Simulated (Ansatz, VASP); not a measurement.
## Two plane-wave programs on PbSe

```xyz
4
Lattice="4.3853 0.0000 0.0000 -0.0102 4.3852 0.0000 -2.1875 -2.1926 11.9203" Properties=species:S:1:pos:R:3 pbc="T T T"
Pb    2.1771    2.1842    7.3720
Pb   -0.0252    0.0378    4.5580
Se   -0.1065    0.0506    7.4286
Se    2.1667    2.2405    4.5054
```

Alike in both runs: task single point; functional PBEsol; k mesh 6 × 6 × 3; occupations fermi-dirac, width 0.05 eV; no spin polarisation.

|  | VASP | Ansatz |
| --- | --- | --- |
| version | VASP 6.6.1 | Ansatz 0.2.0 |
| potentials or method | VASP PAW PBE potentials, release 64 (Pb_d, Se) | Ansatz PAW |
| plane-wave cutoff (eV) | 520 | 420 |
| valence electrons in the cell | 40 | 60 |

```csv
,VASP,Ansatz,Ansatz less VASP
gap on the k mesh at the Fermi level (eV),1.51,1.51,-0.001
least direct gap on the mesh (eV),1.51,1.51,-0.001
rms of the force components (eV/Å),0.190,0.194,+0.0040
```

VASP's potentials were made for PBE, not for PBEsol. Atom by atom the forces differ by 0.004 eV/Å (rms over components). The functional is the same, so the differences come from potentials, cutoffs and numerics. VASP's potentials hold 40 valence electrons a cell and Ansatz's 60, so a difference there can come from the potentials and not from the codes.

Spin-orbit coupling is off throughout. Noted on Ansatz's run: odd divisions of the mesh miss points on the zone boundary, where band edges often lie, so the gap on the mesh can be too wide.
